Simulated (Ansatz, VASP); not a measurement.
**Na in VASP and in Ansatz**

```xyz
1
Lattice="7.0233 0.0000 0.2195 0.0000 7.0233 0.0000 0.2195 0.0000 7.0233" Properties=species:S:1:pos:R:3 pbc="T T T"
Na    0.0000    0.0000    0.0000
```

Change from the starting cell: strain +0.0625 x Voigt [0, 0, 0, 0, 1, 0], atoms carried along.

Alike in both runs: task single point; functional LDA; k mesh 8 × 8 × 8; occupations gaussian, width 0.15 eV; no spin polarisation.

```csv
,VASP,Ansatz
version,VASP 6.6.1,Ansatz 0.2.0
potentials or method,"VASP PAW LDA potentials, release 64 (Na_pv), cutoff 520 eV","scalar-relativistic, plane waves, PAW"
valence electrons in the cell,7,9
```

|  | VASP | Ansatz | Ansatz less VASP |
| --- | --- | --- | --- |
| gap on the k mesh at the Fermi level (eV) | none | none | - |
| pressure (GPa) | -0.1 | -0.1 | 0.00 |

LDA's correlation is that of Perdew and Zunger in VASP and of Perdew and Wang (1992) in Ansatz. A gap of «none» marks a metal or a gap that the smearing closes. VASP's potentials hold 7 valence electrons a cell and Ansatz's 9, so a difference there can come from the potentials and not from the codes.
